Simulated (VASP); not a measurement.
Tl2BPd, 8 atoms in the cell. It takes space group Cmcm (No. 63, orthorhombic). The conventional cell has a = 4.080 Å, b = 9.844 Å, c = 7.416 Å, α = 90.00°, β = 90.00°, γ = 90.00°. Pd (site symmetry m2m) has 6 Tl at 2.62 Å and 3 B at 2.79 to 2.95 Å within 3.5 Å. Within 3.7 Å of B (site symmetry m2m) lie 3 Pd at 2.79 to 2.95 Å and 10 Tl at 3.12 to 3.26 Å. Tl (site symmetry m) has 3 Pd at 2.62 Å and 4 Tl at 2.94 to 3.02 Å and 5 B at 3.12 to 3.26 Å within 3.5 Å. 

| Quantity | Value |
| --- | --- |
| Program | VASP 6.6.1 |
| Task | single point |
| Functional | PBE |
| Potentials or basis | VASP PAW PBE potentials, release 64 (Pd, B, Tl_d) |
| Cutoff | 520 eV |
| k mesh | 9 × 9 × 5 |
| Occupations | gaussian, width 0.0759 eV |
| Spin | no spin polarisation |
| Dipole correction | no |
| Further INCAR settings | ALGO = Normal; EDIFF = 1e-07; NBANDS = 49 |

Potentials or basis: VASP PAW PBE potentials, release 64 (Pd, B, Tl_d).

The run is started by

```sh
$ cat potpaw_PBE.64/Pd/POTCAR potpaw_PBE.64/B/POTCAR potpaw_PBE.64/Tl_d/POTCAR > POTCAR
$ mpirun -np 1 vasp_std > vasp.out
```

Hardware: 1 thread of Intel Xeon 8259CL (shared host).

Q: How long does it take, and how much memory?

A: Run time: 15 min on 1 thread of Intel Xeon 8259CL (shared host), peak memory 0.56 GiB. Counts: scf iterations 14, k points 75.
